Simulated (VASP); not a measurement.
A run of VASP 6.6.1 is set up as follows.

The input INCAR:

```
ALGO = Normal
EDIFF = 1E-6
ENCUT = 520
GGA = PE
ISIF = 2
ISMEAR = 0
LASPH = T
LCHARG = F
LREAL = F
LWAVE = F
NBANDS = 28
NELM = 100
PREC = Accurate
SIGMA = 0.05
```

KPOINTS

```
k-points
0
Gamma
  6 6 6
```

POSCAR

```
BaZrO3
1.0
    4.1773688667      0.0000000000      0.0000000000
    0.0000000000      4.1773688667      0.0000000000
    0.0000000000      0.0000000000      4.2194226015
Ba Zr O
1 1 3
Direct
    0.0000000000      0.0000000000      0.0000000000
    0.5000000000      0.5000000000      0.5000000000
    0.0000000000      0.5000000000      0.5000000000
    0.5000000000      0.0000000000      0.5000000000
    0.5000000000      0.5000000000      0.0000000000
```

Potentials or basis: VASP PAW PBE potentials, release 64 (Ba_sv, Zr_sv, O).

The run is started by

```sh
$ cat potpaw_PBE.64/Ba_sv/POTCAR potpaw_PBE.64/Zr_sv/POTCAR potpaw_PBE.64/O/POTCAR > POTCAR
$ mpirun -np 1 vasp_std > vasp.out
```

**Question.** Predict the band gap on the k mesh.

**Answer.** 3.16 eV, indirect (least direct gap 3.39 eV).

**Question.** Estimate the pressure.

**Answer.** 5.1 GPa.

Stress tensor (GPa, compression positive):
```
5.92 0.00 0.00
0.00 5.92 0.00
0.00 0.00 3.53
```

Caveat: spin-orbit coupling is left out, which moves the levels of the heavy elements. Expect the measured gap to be larger: semilocal functionals such as PBE lack the derivative discontinuity.
